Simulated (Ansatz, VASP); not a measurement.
**Ag4Sn: VASP beside Ansatz**

The input INCAR:

```
SYSTEM = Ag4Sn
PREC = Accurate ; ENCUT = 520
EDIFF = 1E-7 ; ISMEAR = 0
SIGMA = 0.1 ; LREAL = .FALSE.
LASPH = .TRUE. ; NELM = 100
ALGO = Normal ; ISIF = 2
LWAVE = .FALSE. ; LCHARG = .FALSE.
GGA = PE ; NBANDS = 37
```

KPOINTS

```
regular mesh
0
G
  4 4 4
  0 0 0
```

POSCAR

```
Ag4Sn
1.0
    4.9941769000      0.0000000000      0.0000000000
    0.0000000000      4.9941769000      0.0000000000
    0.0000000000      0.0000000000      4.9941769000
Ag Sn
4 1
Direct
    0.5000000000      0.0000000000      0.0000000000
    0.0000000000      0.5000000000      0.0000000000
    0.0000000000      0.0000000000      0.5000000000
    0.5000000000      0.5000000000      0.5000000000
    0.0000000000      0.0000000000      0.0000000000
```

Input for Ansatz:

```yaml
crystal:
  lattice:
    - [4.9941769, 0.0, 0.0]
    - [0.0, 4.9941769, 0.0]
    - [0.0, 0.0, 4.9941769]
  atoms:
    - { symbol: Ag, position: [0.5, 0.0, 0.0] }
    - { symbol: Ag, position: [0.0, 0.5, 0.0] }
    - { symbol: Ag, position: [0.0, 0.0, 0.5] }
    - { symbol: Ag, position: [0.5, 0.5, 0.5] }
    - { symbol: Sn, position: [0.0, 0.0, 0.0] }
basis:
  ecutwfc: 420
kpoints:
  mp_grid: { grid: [4, 4, 4] }
hamiltonian:
  xc: pbe
scf:
  occupations: { method: gaussian, width: 0.1 }
  lower_state_search: "off"
output:
  forces: true
  stress: true
  eigenvalues: true
```

Alike in both runs: task single point; functional PBE; k mesh 4 × 4 × 4; occupations gaussian, width 0.1 eV; no spin polarisation.

|  | VASP | Ansatz |
| --- | --- | --- |
| version | VASP 6.6.1 | Ansatz 0.2.0 |
| potentials or method | VASP PAW PBE potentials, release 64 (Ag, Sn_d), cutoff 520 eV | scalar-relativistic, plane waves, PAW |
| valence electrons in the cell | 58 | 90 |

Ansatz gave:

- gap on the k mesh at the Fermi level (eV): none
- pressure (GPa): 5.8

Q: Which values does VASP return?

A: gap on the k mesh at the Fermi level (eV): none; pressure (GPa): 5.9.

A gap of «none» marks a metal or a gap that the smearing closes. VASP's potentials hold 58 valence electrons a cell and Ansatz's 90, so a difference there can come from the potentials and not from the codes.
